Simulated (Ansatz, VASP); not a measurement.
## MgO in VASP and in Ansatz

The input INCAR:

```
PREC = Accurate
ENCUT = 600
EDIFF = 1E-6
ISMEAR = -1
SIGMA = 0.05
LREAL = False
LASPH = True
NELM = 60
ALGO = Normal
ISIF = 3
LWAVE = False
LCHARG = False
GGA = PE
IBRION = 2
NSW = 100
EDIFFG = -0.005
```

File KPOINTS:

```
Automatic mesh
0
Gamma
  16 16 16
```

Contents of POSCAR:

```
MgO
1.0
    0.0000000000      2.2322827293      2.2322827293
    2.2322827293      0.0000000000      2.2322827293
    2.2322827293      2.2322827293      0.0000000000
Mg O
1 1
Direct
    0.0000000000      0.0000000000      0.0000000000
    0.5000000000      0.5000000000      0.5000000000
```

Input for Ansatz:

```yaml
crystal:
  lattice:
    - [0.0, 2.2322827293, 2.2322827293]
    - [2.2322827293, 0.0, 2.2322827293]
    - [2.2322827293, 2.2322827293, 0.0]
  atoms:
    - { symbol: Mg, position: [0.0, 0.0, 0.0] }
    - { symbol: O, position: [0.5, 0.5, 0.5] }
kpoints:
  mp_grid: { grid: [16, 16, 16] }
scf:
  occupations: { method: fermi_dirac, width: 0.05 }
hamiltonian:
  xc: pbe
  pseudopotentials: { kind: paw }
output:
  forces: true
  stress: true
relax:
  f_tol: 0.005
  max_steps: 80
  cell: {}
```

Alike in both runs: task relaxation of cell and atoms; functional PBE; k mesh 16 × 16 × 16; occupations fermi-dirac, width 0.05 eV; no spin polarisation.

```csv
,VASP,Ansatz
version,VASP 6.6.1,Ansatz 0.2.0
potentials or method,"VASP PAW PBE potentials, release 64 (Mg, O)","PAW with Ansatz's default frozen-core files, scalar-relativistic"
plane-wave cutoff (eV),600,420
valence electrons in the cell,8,16
```

```tsv
	VASP	Ansatz	Ansatz less VASP
relaxed volume (Å³/atom)	9.55	9.62	+0.071
relaxed cell length with the largest relative difference (Å)	3.001	3.008	+0.0074
```

VASP's potentials hold 8 valence electrons a cell and Ansatz's 16, so a difference there can come from the potentials and not from the codes.
